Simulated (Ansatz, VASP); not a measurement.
## Mg2TiMnC6N6 in VASP and in Ansatz

The input INCAR:

```
SYSTEM = Mg2TiMnC6N6
  PREC = Accurate
  ENCUT = 520
  EDIFF = 1E-7
  ISMEAR = 0
  SIGMA = 0.1
  LREAL = Auto
  LASPH = .True.
  NELM = 150
  ALGO = Normal
  ISIF = 2
  LWAVE = .False.
  LCHARG = .True.
  ISPIN = 2
  MAGMOM = 0 0 -1 4 0 0 0 0 0 0 0 0 0 0 0 0
  LORBIT = 11
  LMAXMIX = 4
  GGA = PE
  LELF = .True.
  LVHAR = .True.
  NBANDS = 60
```

KPOINTS

```
regular mesh
0
Gamma
  4 4 4
  0 0 0
```

POSCAR

```
Mg2TiMnC6N6
1.0
    0.0000000000      5.1380000000      5.1380000000
    5.1380000000      0.0000000000      5.1380000000
    5.1380000000      5.1380000000      0.0000000000
Mg Ti Mn C N
2 1 1 6 6
Direct
    0.2500000000      0.2500000000      0.2500000000
    0.7500000000      0.7500000000      0.7500000000
    0.5000000000      0.5000000000      0.5000000000
    0.0000000000      0.0000000000      0.0000000000
    0.8114052200      0.1885947800      0.1885947800
    0.1885947800      0.8114052200      0.1885947800
    0.1885947800      0.1885947800      0.8114052200
    0.1885947800      0.8114052200      0.8114052200
    0.8114052200      0.1885947800      0.8114052200
    0.8114052200      0.8114052200      0.1885947800
    0.6975476800      0.3024523200      0.3024523200
    0.3024523200      0.6975476800      0.3024523200
    0.3024523200      0.3024523200      0.6975476800
    0.3024523200      0.6975476800      0.6975476800
    0.6975476800      0.3024523200      0.6975476800
    0.6975476800      0.6975476800      0.3024523200
```

Input for Ansatz:

```yaml
crystal:
  lattice:
    - [0.0, 5.138, 5.138]
    - [5.138, 0.0, 5.138]
    - [5.138, 5.138, 0.0]
  atoms:
    - { symbol: Mg, position: [0.25, 0.25, 0.25] }
    - { symbol: Mg, position: [0.75, 0.75, 0.75] }
    - { symbol: Ti, position: [0.5, 0.5, 0.5], spin: -1.0 }
    - { symbol: Mn, position: [0.0, 0.0, 0.0], spin: 4.0 }
    - { symbol: C, position: [0.81140522, 0.18859478, 0.18859478] }
    - { symbol: C, position: [0.18859478, 0.81140522, 0.18859478] }
    - { symbol: C, position: [0.18859478, 0.18859478, 0.81140522] }
    - { symbol: C, position: [0.18859478, 0.81140522, 0.81140522] }
    - { symbol: C, position: [0.81140522, 0.18859478, 0.81140522] }
    - { symbol: C, position: [0.81140522, 0.81140522, 0.18859478] }
    - { symbol: "N", position: [0.69754768, 0.30245232, 0.30245232] }
    - { symbol: "N", position: [0.30245232, 0.69754768, 0.30245232] }
    - { symbol: "N", position: [0.30245232, 0.30245232, 0.69754768] }
    - { symbol: "N", position: [0.30245232, 0.69754768, 0.69754768] }
    - { symbol: "N", position: [0.69754768, 0.30245232, 0.69754768] }
    - { symbol: "N", position: [0.69754768, 0.69754768, 0.30245232] }
basis:
  ecutwfc: 420
kpoints:
  mp_grid: { grid: [4, 4, 4] }
hamiltonian:
  xc: pbe
scf:
  occupations: { method: gaussian, width: 0.1 }
  lower_state_search: "off"
output:
  forces: true
  stress: true
  eigenvalues: true
  populations: true
magnetization:
  spin_polarized: true
```

Alike in both runs: task single point; functional PBE; k mesh 4 × 4 × 4; occupations gaussian, width 0.1 eV; collinear spin.

```csv
,VASP,Ansatz
version,VASP 6.6.1,Ansatz 0.2.0
potentials or method,"VASP PAW PBE potentials, release 64 (Mg, Ti_sv, Mn_pv, C, N), cutoff 520 eV","scalar-relativistic, plane waves, PAW"
valence electrons in the cell,83,101
```

|  | VASP | Ansatz | Ansatz less VASP |
| --- | --- | --- | --- |
| gap on the k mesh at the Fermi level (eV) | none | none | - |
| pressure (GPa) | 2.3 | 1.9 | -0.44 |
| rms of the force components (eV/Å) | 1.185 | 0.998 | -0.1869 |
| net moment per atom (μB) | 0.06 | 0.06 | 0.000 |
| size of the moment on the site where the two differ most (μB) | 0.12 | 0.37 | +0.246 |

Site moments also hang on the region over which each program counts them. Atom by atom the forces differ by 0.190 eV/Å (rms over components). A gap of «none» marks a metal or a gap that the smearing closes. VASP's potentials hold 83 valence electrons a cell and Ansatz's 101, so a difference there can come from the potentials and not from the codes.

Noted on VASP's run: the standard files for N, O and F lose accuracy on very short bonds.
